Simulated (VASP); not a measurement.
## Ca: single point with PBE

The system is Ca.

```
Ca
1.0
     0.00000    2.75229    2.87803
     2.75229    0.00000    2.87803
     2.75229    2.75229    0.00000
Ca
1
Cartesian
  0.0000 0.0000 0.0000
```

This cell differs from its parent crystal: strain -0.015 along x and y, +0.030 along z.

| Quantity | Value |
| --- | --- |
| Program | VASP 6.6.1 |
| Task | single point |
| Functional | PBE |
| Potentials or basis | VASP PAW PBE potentials, release 64 (Ca_sv) |
| Cutoff | 520 eV |
| k mesh | 14 × 14 × 14 |
| Occupations | gaussian, width 0.15 eV |
| Spin | no spin polarisation |
| Dipole correction | no |
| Further INCAR settings | ALGO = Fast; EDIFF = 1e-06; NBANDS = 11 |

| Quantity | Value |
| --- | --- |
| Pressure | -0.5 GPa |
| Band gap on the k mesh | zero (band 5 reaches 2.03 eV, above the bottom of band 6 at 1.65 eV) |

Stress tensor (GPa, compression positive):
```
-0.40  0.00  0.00
 0.00 -0.40  0.00
 0.00  0.00 -0.83
```

Levels at points of the mesh, in eV from the Fermi level:
| k point | band 3 | band 4 | band 5 | band 6 | band 7 | band 8 |
| --- | --- | --- | --- | --- | --- | --- |
| (0.00, 0.00, 0.00) | -23.01 | -23.01 | -3.97 | 2.17 | 2.37 | 2.37 |
| (0.50, 0.00, 0.00) | -23.04 | -23.03 | -0.97 | -0.18 | 2.07 | 2.30 |
| (0.50, 0.50, 0.00) | -23.05 | -23.05 | -0.52 | 0.64 | 0.65 | 3.99 |
| (0.50, 0.00, 0.50) | -23.07 | -23.06 | -0.38 | 0.57 | 1.06 | 3.95 |

Run time: 120 s on 1 thread of Intel(R) Xeon(R) Platinum 8488C (Sapphire Rapids), on a shared host, peak memory 0.25 GiB.

Caveat: the cell differs from its parent crystal (strain -0.015 along x and y, +0.030 along z).
